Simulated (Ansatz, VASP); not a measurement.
## Al6W: VASP beside Ansatz

```
Al W
1.0
     6.13961    0.00000    0.00000
     0.00000    6.13961    0.00000
     0.00000    0.00000    6.13961
Al W
6 1
Direct
  0.19711 0.50000 0.50000
  0.50000 0.50000 0.80289
  0.50000 0.50000 0.19711
  0.50000 0.19711 0.50000
  0.50000 0.80289 0.50000
  0.80289 0.50000 0.50000
  0.00000 0.00000 0.00000
```

Change from the starting cell: species swapped into the SrB6 type (Pm-3m, No. 221).

Alike in both runs: functional PBE; k mesh 4 × 4 × 4; occupations gaussian, width 0.2 eV; no spin polarisation.

Ansatz relaxed the structure, and its values are those at the end. VASP's run is a single point on that final structure, the one shown.

```csv
,VASP,Ansatz
version,VASP 6.6.1,Ansatz 0.2.0
potentials or method,"VASP PAW PBE potentials, release 64 (Al, W_sv), cutoff 500 eV","scalar-relativistic, plane waves, PAW"
valence electrons in the cell,32,32
```

Ansatz gave:

* gap on the k mesh at the Fermi level (eV): none
* pressure (GPa): -0.1
* rms of the force components (eV/Å): 0.031

Question: Which values does VASP return?

Answer: gap on the k mesh at the Fermi level (eV): none; pressure (GPa): -0.1; rms of the force components (eV/Å): 0.030.

A gap of «none» marks a metal or a gap that the smearing closes. With one functional, cell and mesh, what is left measures potentials, basis and numerics.

Neither program's run includes spin-orbit coupling.
